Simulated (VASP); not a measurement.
# Tl (P6/mmm) in VASP: a series of runs

The runs below take Tl through single point, with PBE.

Everything below comes from runs of VASP 6.6.1. Logs are shortened: lines on timing, memory, paths and dates and some standing lists are left out, and cuts for length are marked.

## 1. The cell of the first run

The structure is hexagonal, space group P6/mmm (No. 191). The conventional cell has a = 4.499 Å, b = 4.499 Å, c = 2.712 Å, α = 90.00°, β = 90.00°, γ = 120.00°. Tl (site symmetry 6/mmm) has 14 Tl at 2.71 to 2.93 Å within 3.6 Å. Within 3.4 Å of Tl (site symmetry -6m2) lie 11 Tl at 2.60 to 2.93 Å.

This isn't the form of Tl at room conditions, which is hcp.

## 2. Single point, PBE (15.85 Å³/atom)

File INCAR:

```
SYSTEM = Tl
PREC     = Accurate       ! precision mode
ENCUT    = 520            ! plane-wave cutoff, eV
EDIFF    = 1E-6           ! SCF threshold, eV
ISMEAR   = -1             ! smearing method
SIGMA    = 0.1            ! smearing width, eV
LREAL    = .False.        ! projectors in reciprocal space
LASPH    = .True.         ! aspherical terms in the spheres
NELM     = 80             ! most SCF steps
ALGO     = Normal         ! electronic algorithm
ISIF     = 2              ! what is computed and relaxed
LWAVE    = .False.        ! write WAVECAR
LCHARG   = .False.        ! write CHGCAR
GGA      = PE             ! functional
NBANDS   = 26             ! bands
```

File KPOINTS:

```
regular mesh
0
Gamma
  7 7 10
  0 0 0
```

File POSCAR:

```
Tl
1.0
    4.4993473980      0.0000000000      0.0000000000
   -2.2496736990      3.8965491471      0.0000000000
    0.0000000000      0.0000000000      2.7123751331
Tl
3
Direct
    0.0000000000      0.0000000000      0.0000000000
    0.3333333333      0.6666666667      0.5000000000
    0.6666666667      0.3333333333      0.5000000000
```

Potentials or basis: VASP PAW PBE potentials, release 64 (Tl_d).

Launch:

```sh
$ cat potpaw_PBE.64/Tl_d/POTCAR > POTCAR
$ mpirun -np 1 vasp_std > vasp.out
```

OUTCAR:

```text
SYSTEM = Tl
   PREC = Accurate
   ENCUT = 520
   EDIFF = 1E-6
   ISMEAR = -1
   LREAL = .False.
   LASPH = .True.
   NELM = 80
   ISIF = 2
   GGA = PE

 ion  position               nearest neighbor table
   1  0.000  0.000  0.000-   2 2.93   3 2.93   2 2.93   3 2.93   2 2.93   2 2.93   3 2.93   3 2.93
                             3 2.93   3 2.93   2 2.93   2 2.93
   2  0.333  0.667  0.500-   3 2.60   3 2.60   3 2.60   1 2.93   1 2.93   1 2.93   1 2.93   1 2.93
                             1 2.93   3 3.76   3 3.76   3 3.76   3 3.76   3 3.76   3 3.76
   3  0.667  0.333  0.500-   2 2.60   2 2.60   2 2.60   1 2.93   1 2.93   1 2.93   1 2.93   1 2.93
                             1 2.93   2 3.76   2 3.76   2 3.76   2 3.76   2 3.76   2 3.76

  LATTYP: Found a hexagonal cell.
 ALAT       =     4.4993473980
 C/A-ratio  =     0.6028374547

  Lattice vectors:

 A1 = (   4.4993473980,   0.0000000000,   0.0000000000)
 A2 = (  -2.2496736990,   3.8965491471,   0.0000000000)
 A3 = (   0.0000000000,   0.0000000000,   2.7123751331)

Analysis of symmetry for initial positions (statically):
=====================================================================
 Subroutine PRICEL returns:
 Original cell was already a primitive cell.

 Routine SETGRP: Setting up the symmetry group for a
 hexagonal supercell.

 Subroutine GETGRP returns: Found 24 space group operations
 (whereof 24 operations were pure point group operations)
 out of a pool of 24 trial point group operations.

The static configuration has the point symmetry D_6h.

Analysis of symmetry for dynamics (positions and initial velocities):
=====================================================================
 Subroutine PRICEL returns:
 Original cell was already a primitive cell.

 Routine SETGRP: Setting up the symmetry group for a
 hexagonal supercell.

 Subroutine GETGRP returns: Found 24 space group operations
 (whereof 24 operations were pure point group operations)
 out of a pool of 24 trial point group operations.

The dynamic configuration has the point symmetry D_6h.

 Subroutine INISYM returns: Found 24 space group operations
 (whereof 24 operations are pure point group operations),
 and found     1 'primitive' translations

----------------------------------------------------------------------------------------

                                     Primitive cell

  volume of cell :      47.5532

  direct lattice vectors                    reciprocal lattice vectors
     4.499347398  0.000000000  0.000000000     0.222254454  0.128318669  0.000000000
    -2.249673699  3.896549147  0.000000000     0.000000000  0.256637338  0.000000000
     0.000000000  0.000000000  2.712375133     0.000000000  0.000000000  0.368680566

  length of vectors
     4.499347398  4.499347398  2.712375133     0.256637338  0.256637338  0.368680566

  position of ions in fractional coordinates (direct lattice)
     0.000000000  0.000000000  0.000000000
     0.333333333  0.666666667  0.500000000
     0.666666667  0.333333333  0.500000000

  ion indices of the primitive-cell ions
   primitive index   ion index
                 1           1
                 2           2
                 3           3

----------------------------------------------------------------------------------------

 KPOINTS: regular mesh

Automatic generation of k-mesh.
 Grid dimensions read from file:
 generate k-points for:    7    7   10

 Generating k-lattice:

  Cartesian coordinates                     Fractional coordinates (reciprocal lattice)
     0.031750636  0.018331238  0.000000000     0.142857143  0.000000000  0.000000000
     0.000000000  0.036662477  0.000000000     0.000000000  0.142857143  0.000000000
     0.000000000  0.000000000  0.036868057     0.000000000  0.000000000  0.100000000

  Length of vectors
     0.036662477  0.036662477  0.036868057

  Shift w.r.t. Gamma in fractional coordinates (k-lattice)
     0.000000000  0.000000000  0.000000000

 Subroutine IBZKPT returns following result:
 ===========================================

 Found     48 irreducible k-points:

 Following reciprocal coordinates:
            Coordinates               Weight
  0.000000  0.000000  0.000000      1.000000
  0.142857 -0.000000  0.000000      6.000000
  0.285714  0.000000  0.000000      6.000000
  0.428571 -0.000000  0.000000      6.000000
  0.142857  0.142857  0.000000      6.000000
  0.285714  0.142857  0.000000     12.000000
[... 16 lines left out ...]
  0.428571  0.142857  0.200000     12.000000
  0.285714  0.285714  0.200000     12.000000
 [... further k-points ...]
   k-points           NKPTS =     48   k-points in BZ     NKDIM =     48   number of bands    NBANDS=     26
   number of dos      NEDOS =    301   number of ions     NIONS =      3
   total plane-waves  NPLWV =  25920
   dimension x,y,z NGX =    36 NGY =   36 NGZ =   20
   dimension x,y,z NGXF=    72 NGYF=   72 NGZF=   40
   ions per type =               3
   NGX,Y,Z   is equivalent  to a cutoff of  13.30, 13.30, 12.26 a.u.
   NGXF,Y,Z  is equivalent  to a cutoff of  26.60, 26.60, 24.52 a.u.
 SYSTEM =  Tl
   PREC   = accura    normal or accurate (medium, high low for compatibility)
   ISTART =      0    job   : 0-new  1-cont  2-samecut
   ICHARG =      2    charge: 1-file 2-atom 10-const
   ISPIN  =      1    spin polarized calculation?
   LNONCOLLINEAR =      F non collinear calculations
   LSORBIT =      F    spin-orbit coupling
   LASPH  =      T    aspherical Exc in radial PAW
   ENCUT  =  520.0 eV  38.22 Ry    6.18 a.u.   8.37  8.37  5.04*2*pi/ulx,y,z
   NELM   =     80;   NELMIN=  2; NELMDL= -5     # of ELM steps
   EDIFF  = 0.1E-05   stopping-criterion for ELM
   LREAL  =      F    real-space projection
   EDIFFG = 0.1E-04   stopping-criterion for IOM
   NSW    =      0    number of steps for IOM
   IBRION =     -1    ionic relax: 0-MD 1-quasi-New 2-CG
   NFREE  =      0    steps in history (QN), initial steepest desc. (CG)
   ISIF   =      2    stress and relaxation
   ISYM   =      2    0-nonsym 1-usesym 2-fastsym
   POTIM  = 0.5000    time-step for ionic-motion
   TEBEG  =    0.0;   TEEND  =   0.0 temperature during run
   PSTRESS=    0.0 pullay stress
   NELECT =      39.0000    total number of electrons
   NUPDOWN=      -1.0000    fix difference up-down
   EMIN   =  10.00;   EMAX   =-10.00  energy-range for DOS
   EFERMI =   0.00;   METHOD = LEGACY
   ISMEAR =    -1;   SIGMA  =   0.10  broadening in eV -4-tet -1-fermi 0-gaus
   EFERMI_NEDOS =   21; number of points for ismear=-14 and -15
   IALGO  =     38    algorithm
   IMIX   =      4    mixing-type and parameters
     AMIX     =   0.40;   BMIX     =  1.00
     AMIX_MAG =   1.60;   BMIX_MAG =  1.00
  volume/ion in A,a.u.               =      15.85       106.97
  Fermi-wavevector in a.u.,A,eV,Ry     =   1.532392  2.895801 31.949546  2.348225
  Thomas-Fermi vector in A             =   2.639604
   LORBIT       =      0    0 simple, 1 ext, 2 COOP (PROOUT), +10 PAW based schemes
   GGA     = PE    functional components
   LHFCALC =     F    Hartree Fock is set to
   AEXX    =    0.0000 exact exchange contribution
   IVDW    =     0    specifies the selected vdW correction
   LEPSILON=     F    determine dielectric tensor
   LRPA    =     F    only Hartree local field effects (RPA)
 non-spin polarized calculation
  energy-cutoff  :      520.00
  volume of cell :       47.55
 maximum number of plane-waves:      1300
 NGX is ok and might be reduce to    36
   NGX = 17   NGY = 17   NGZ = 11

 number of electron      39.0000009 magnetization

 Free energy of the ion-electron system (eV)
  ---------------------------------------------------
  ext. energy  EPLUGINS =         0.00000000
  ---------------------------------------------------
  free energy    TOTEN  =         1.87866166 eV

  energy without entropy =        1.90182080  energy(sigma->0) =        1.89024123

 E-fermi :  15.9292     XC(G=0): -13.4881

 val. band max:       15.8885474244   @ k =   0.4286  -0.0000   0.5000
 cond. band min:      15.9297219322   @ k =   0.2857   0.2857   0.3000
 fundamental gap:      0.0411745077
 Fermi energy:        15.9291658082

 k-point     1 :       0.0000    0.0000    0.0000
  band No.  band energies     occupation
      1      -0.5466      2.00000
      2       0.2015      2.00000
      3       1.2724      2.00000
      4       1.4465      2.00000
      5       1.6343      2.00000
      6       1.6343      2.00000
[... 18 lines left out ...]
     25      28.9010      0.00000
     26      28.9011      0.00000

 k-point     2 :       0.1429   -0.0000    0.0000
  band No.  band energies     occupation
      1      -0.3021      2.00000
      2       0.2692      2.00000
      3       1.1287      2.00000
      4       1.2014      2.00000
      5       1.3323      2.00000
      6       1.4654      2.00000
[... 18 lines left out ...]
     25      28.0048      0.00000
     26      28.3752      0.00000

 k-point     3 :       0.2857    0.0000    0.0000
  band No.  band energies     occupation
      1       0.2581      2.00000
      2       0.4929      2.00000
      3       0.6022      2.00000
      4       1.0646      2.00000
      5       1.0803      2.00000
      6       1.3861      2.00000
[... 18 lines left out ...]
     25      26.3843      0.00000
     26      28.1765      0.00000

 k-point     4 :       0.4286   -0.0000    0.0000
  band No.  band energies     occupation
      1       0.1802      2.00000
      2       0.6407      2.00000
      3       0.8738      2.00000
      4       0.9646      2.00000
      5       0.9728      2.00000
      6       1.5058      2.00000
[... 18 lines left out ...]
     25      25.2136      0.00000
     26      27.4426      0.00000
[... 496 lines left out ...]
      1       0.5315      2.00000
      2       0.8831      2.00000
      3       0.9245      2.00000
      4       1.3073      2.00000
      5       1.6711      2.00000
      6       1.8420      2.00000
[... 18 lines left out ...]
     25      23.6652      0.00000
     26      24.2634      0.00000

 k-point    23 :       0.4286    0.1429    0.2000
  band No.  band energies     occupation
      1       0.4461      2.00000
      2       0.8981      2.00000
      3       1.0127      2.00000
      4       1.3491      2.00000
      5       1.6455      2.00000
      6       1.7488      2.00000
[... 18 lines left out ...]
     25      24.8377      0.00000
     26      24.9798      0.00000

 k-point    24 :       0.2857    0.2857    0.2000
  band No.  band energies     occupation
      1       0.4164      2.00000
      2       0.9260      2.00000
      3       0.9616      2.00000
      4       1.3534      2.00000
      5       1.6459      2.00000
      6       1.6742      2.00000
[... 18 lines left out ...]
     25      25.2599      0.00000
     26      25.5685      0.00000

 [... further k-points ...]

------------------------ aborting loop because EDIFF is reached ----------------------------------------

  FORCE on cell =-STRESS in cart. coord.  units (eV):
  Direction    XX          YY          ZZ          XY          YZ          ZX
  --------------------------------------------------------------------------------------
  -------------------------------------------------------------------------------------
  Total       35.6550495     35.6550495     35.4279610      0.0000000      0.0000000     -0.0000000
  in kB     1201.3019624   1201.3019624   1193.6508201      0.0000000      0.0000000     -0.0000000
  external PRESSURE =    1198.7515816 kB  Pullay stress =       0.0000000 kB

 VOLUME and BASIS-vectors are now :
 -----------------------------------------------------------------------------
  energy-cutoff  :      520.00
  volume of cell :       47.55
      direct lattice vectors                 reciprocal lattice vectors
     4.499347398  0.000000000  0.000000000     0.222254454  0.128318669  0.000000000
    -2.249673699  3.896549147  0.000000000     0.000000000  0.256637338  0.000000000
     0.000000000  0.000000000  2.712375133     0.000000000  0.000000000  0.368680566

 POSITION                                       TOTAL-FORCE (eV/Angst)
 -----------------------------------------------------------------------------------
      0.00000      0.00000      0.00000         0.000000      0.000000     -0.000000
     -0.00000      2.59770      1.35619        -0.000000      0.000000      0.000000
      2.24967      1.29885      1.35619         0.000000     -0.000000     -0.000000
 -----------------------------------------------------------------------------------
    total drift:                                0.000000      0.000000     -0.000000

  FREE ENERGIE OF THE ION-ELECTRON SYSTEM (eV)
  ---------------------------------------------------
  free  energy   TOTEN  =         1.8786616649 eV

  energy  without entropy=        1.9018208022  energy(sigma->0) =        1.89024123
```

Run time: 23 s. Hardware: 1 thread of AMD EPYC 9R45 (Zen 5), shared host; peak memory 0.16 GiB.

What came out:

```
Free energy            : 1.8787 eV
Pressure               : 119.9 GPa
Band gap on the k mesh : zero (an odd number of electrons rules out a gap without spin polarisation)
```

Levels at points of the mesh, in eV from the Fermi level:
```tsv
k point	band 15	band 16	band 17	band 18	band 19	band 20	band 21	band 22	band 23	band 24
(0.00, 0.00, 0.00)	-12.05	-12.05	-4.21	-3.58	-1.63	-1.63	-1.62	-1.62	5.90	11.74
(0.00, 0.00, 0.50)	-11.55	-8.15	-8.10	0.61	0.67	1.13	1.13	1.90	2.27	2.73
```

Caveat: the cell stands under pressure; spin-orbit coupling is left out, which moves the levels of the heavy elements.

## 3. Single point, PBE

File INCAR:

```
SYSTEM = Tl
ALGO = Normal
EDIFF = 1E-6
ENCUT = 520
GGA = PE
ISIF = 2
ISMEAR = -4
LASPH = .True.
LCHARG = .True.
LELF = .True.
LREAL = .False.
LVHAR = .True.
LWAVE = .False.
NBANDS = 26
NELM = 60
PREC = Accurate
SIGMA = 0.1
```

File KPOINTS:

```
k-points
0
Gamma
  7 7 10
  0 0 0
```

POSCAR is that of step 2.

Potentials or basis: VASP PAW PBE potentials, release 64 (Tl_d).

Launch:

```sh
$ cat potpaw_PBE.64/Tl_d/POTCAR > POTCAR
$ mpirun -np 1 vasp_std > vasp.out
```

OUTCAR:

```text
SYSTEM = Tl
   EDIFF = 1E-6
   ENCUT = 520
   GGA = PE
   ISIF = 2
   ISMEAR = -4
   LASPH = .True.
   LREAL = .False.
   NELM = 60
   PREC = Accurate

 ion  position               nearest neighbor table
   1  0.000  0.000  0.000-   2 2.93   3 2.93   2 2.93   3 2.93   2 2.93   2 2.93   3 2.93   3 2.93
                             3 2.93   3 2.93   2 2.93   2 2.93
   2  0.333  0.667  0.500-   3 2.60   3 2.60   3 2.60   1 2.93   1 2.93   1 2.93   1 2.93   1 2.93
                             1 2.93   3 3.76   3 3.76   3 3.76   3 3.76   3 3.76   3 3.76
   3  0.667  0.333  0.500-   2 2.60   2 2.60   2 2.60   1 2.93   1 2.93   1 2.93   1 2.93   1 2.93
                             1 2.93   2 3.76   2 3.76   2 3.76   2 3.76   2 3.76   2 3.76
[... 900 lines left out ...]
  -------------------------------------------------------------------------------------
  Total       36.2386569     36.2386569     35.2802800      0.0000000      0.0000000      0.0000000
  in kB     1220.9650621   1220.9650621   1188.6751017      0.0000000      0.0000000      0.0000000
  external PRESSURE =    1210.2017420 kB  Pullay stress =       0.0000000 kB

 VOLUME and BASIS-vectors are now :
 -----------------------------------------------------------------------------
  energy-cutoff  :      520.00
  volume of cell :       47.55
      direct lattice vectors                 reciprocal lattice vectors
     4.499347398  0.000000000  0.000000000     0.222254454  0.128318669  0.000000000
    -2.249673699  3.896549147  0.000000000     0.000000000  0.256637338  0.000000000
     0.000000000  0.000000000  2.712375133     0.000000000  0.000000000  0.368680566

 POSITION                                       TOTAL-FORCE (eV/Angst)
 -----------------------------------------------------------------------------------
      0.00000      0.00000      0.00000        -0.000000      0.000000      0.000000
     -0.00000      2.59770      1.35619         0.000000     -0.000000     -0.000000
      2.24967      1.29885      1.35619        -0.000000      0.000000      0.000000
 -----------------------------------------------------------------------------------
    total drift:                                0.000000      0.000000     -0.000000

  FREE ENERGIE OF THE ION-ELECTRON SYSTEM (eV)
  ---------------------------------------------------
  free  energy   TOTEN  =         2.2627619852 eV

  energy  without entropy=        2.2627619852  energy(sigma->0) =        2.26276199
```

stdout:

```text
POSCAR found type information on POSCAR Tl
 POSCAR found :  1 types and       3 ions
 scaLAPACK will be used
 LDA part: xc-table for (Slater+PW92), standard interpolation
 POSCAR, INCAR and KPOINTS ok, starting setup
 FFT: planning ... GRIDC
 FFT: planning ... GRID_SOFT
 FFT: planning ... GRID
 WAVECAR not read
 entering main loop
 -----------------------------------------------------------------------------
|                                                                             |
|           W    W    AA    RRRRR   N    N  II  N    N   GGGG   !!!           |
|           W    W   A  A   R    R  NN   N  II  NN   N  G    G  !!!           |
|           W    W  A    A  R    R  N N  N  II  N N  N  G       !!!           |
|           W WW W  AAAAAA  RRRRR   N  N N  II  N  N N  G  GGG   !            |
|           WW  WW  A    A  R   R   N   NN  II  N   NN  G    G                |
|           W    W  A    A  R    R  N    N  II  N    N   GGGG   !!!           |
|                                                                             |
|     Tetrahedron method does not include variations of the Fermi             |
|     occupations, so forces and stress will be inaccurate. We suggest        |
|     using a different smearing scheme ISMEAR = 1 or 2 for metals in         |
|     relaxations.                                                            |
|                                                                             |
 -----------------------------------------------------------------------------
```

It took 32 s on 1 thread of AMD EPYC 9R45 (Zen 5), shared host; peak memory 0.16 GiB.

Results:

- Free energy: 2.2628 eV
- Pressure: 121.0 GPa
- Band gap on the k mesh: zero (an odd number of electrons rules out a gap without spin polarisation)

Levels at points of the mesh, in eV from the Fermi level:
```
           k point  band 15  band 16  band 17  band 18  band 19  band 20  band 21  band 22  band 23  band 24
(0.00, 0.00, 0.00)   -11.87   -11.87    -4.02    -3.40    -1.45    -1.45    -1.44    -1.44     6.08    11.93
(0.00, 0.00, 0.50)   -11.38    -7.98    -7.91     0.81     0.85     1.32     1.32     2.08     2.45     2.92
```

Caveat: the cell stands under pressure; spin-orbit coupling is left out, which moves the levels of the heavy elements; tetrahedron occupations give inexact forces and stress in metals.

The gap in the log of VASP goes by the Fermi energy; the results here count the filled bands.